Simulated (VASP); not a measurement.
CdS, 2 atoms in the cell. Symmetry: Cm, No. 8, monoclinic system. The conventional cell has a = 7.386 Å, b = 4.123 Å, c = 5.773 Å, α = 90.00°, β = 90.50°, γ = 90.00°. Cd (site symmetry m) has 3 S at 2.40 to 2.46 Å within 3.2 Å. Within 3.2 Å of S (site symmetry m) lie 3 Cd at 2.40 to 2.46 Å.  This cell differs from its parent crystal: strained and its atoms moved.

| Item | Value |
| --- | --- |
| Program | VASP 6.6.1 |
| Task | single point |
| Functional | PBE |
| Potentials or basis | VASP PAW PBE potentials, release 64 (Cd, S) |
| Cutoff | 520 eV |
| k mesh | 9 × 9 × 6 |
| Occupations | gaussian, width 0.02 eV |
| Spin | no spin polarisation |
| Dipole correction | no |
| Further INCAR settings | ALGO = Normal; EDIFF = 1e-07; NBANDS = 16 |

Potentials or basis: VASP PAW PBE potentials, release 64 (Cd, S).

Command:

```bash
$ cat potpaw_PBE.64/Cd/POTCAR potpaw_PBE.64/S/POTCAR > POTCAR
$ mpirun -np 1 vasp_std > vasp.out
```

Hardware: 1 thread of Intel Xeon 8259CL, on a shared host.

Question: How long does it take, and how much memory?

Answer: It took 3.8 min on 1 thread of Intel Xeon 8259CL (shared host), peak memory 0.35 GiB. Counts: scf iterations 15, k points 140.
